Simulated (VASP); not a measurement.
Input of a VASP 6.6.1 run:

INCAR

```
PREC     = Accurate       # precision mode
ENCUT    = 520            # plane-wave cutoff, eV
EDIFF    = 1E-7           # SCF threshold, eV
ISMEAR   = -1             # smearing method
SIGMA    = 0.05           # smearing width, eV
LREAL    = F              # projectors in reciprocal space
LASPH    = T              # aspherical terms in the spheres
NELM     = 80             # most SCF steps
ALGO     = Normal         # electronic algorithm
ISIF     = 2              # what is computed and relaxed
LWAVE    = F              # write WAVECAR
LCHARG   = F              # write CHGCAR
GGA      = PE             # functional
NBANDS   = 26             # bands
```

The input KPOINTS:

```
regular mesh
0
Gamma
  5 5 6
```

File POSCAR:

```
CuI
1.0
    3.8063855430     -3.7838712480      0.0000000000
    3.8063855430      3.7838712480      0.0000000000
    0.0000000000      0.0000000000      4.3914700505
I Cu
2 2
Direct
    0.2299573200      0.7700426800      0.2500000000
    0.7700426800      0.2299573200      0.7500000000
    0.5795611700      0.4204388300      0.2500000000
    0.4204388300      0.5795611700      0.7500000000
```

Potentials or basis: VASP PAW PBE potentials, release 64 (I, Cu).

Launch:

```console
$ cat potpaw_PBE.64/I/POTCAR potpaw_PBE.64/Cu/POTCAR > POTCAR
$ mpirun -np 1 vasp_std > vasp.out
```

(1) Predict the largest force.

(2) What does it give for the band gap on the k mesh?

(3) Predict the pressure.

Results:

(1) 0.296 eV/Å.

(2) 0.98 eV.

(3) -0.7 GPa.

Caveat: spin-orbit coupling is left out, which moves the levels of the heavy elements.
